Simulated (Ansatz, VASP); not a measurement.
# Two plane-wave programs on InSe

```
In Se
1.0
     5.87493   -2.05527   -0.00529
     5.87493    2.05527   -0.00529
    -1.60512    0.00000    4.27209
In Se
2 2
Direct
  0.88452 0.88452 0.01969
  0.11420 0.11420 0.97095
  0.65472 0.65472 0.63749
  0.34528 0.34528 0.36251
```

Alike in both runs: task single point; functional PBEsol; k mesh 8 × 8 × 6; occupations gaussian, width 0.05 eV; no spin polarisation.

|  | VASP | Ansatz |
| --- | --- | --- |
| version | VASP 6.6.1 | Ansatz 0.2.0 |
| potentials or method | VASP PAW PBE potentials, release 64 (In_d, Se), cutoff 520 eV | scalar-relativistic, plane waves, PAW |
| valence electrons in the cell | 38 | 58 |

Ansatz gave:

```
gap on the k mesh at the Fermi level (eV)                     : 0.68
least direct gap on the mesh (eV)                             : 1.08
pressure (GPa)                                                : 0.0
traceless stress, the component that is largest in VASP (GPa) : 0.24
rms of the force components (eV/Å)                            : 0.065
```

**Question.** What did VASP give for the same quantities?

**Answer.** gap on the k mesh at the Fermi level (eV): 0.68; least direct gap on the mesh (eV): 1.07; pressure (GPa): 0.0; traceless stress, the component that is largest in VASP (GPa): 0.25; rms of the force components (eV/Å): 0.065.

VASP's potentials were made for PBE, not for PBEsol. Atom by atom the forces differ by 0.010 eV/Å (rms over components). VASP's potentials hold 38 valence electrons a cell and Ansatz's 58, so a difference there can come from the potentials and not from the codes.
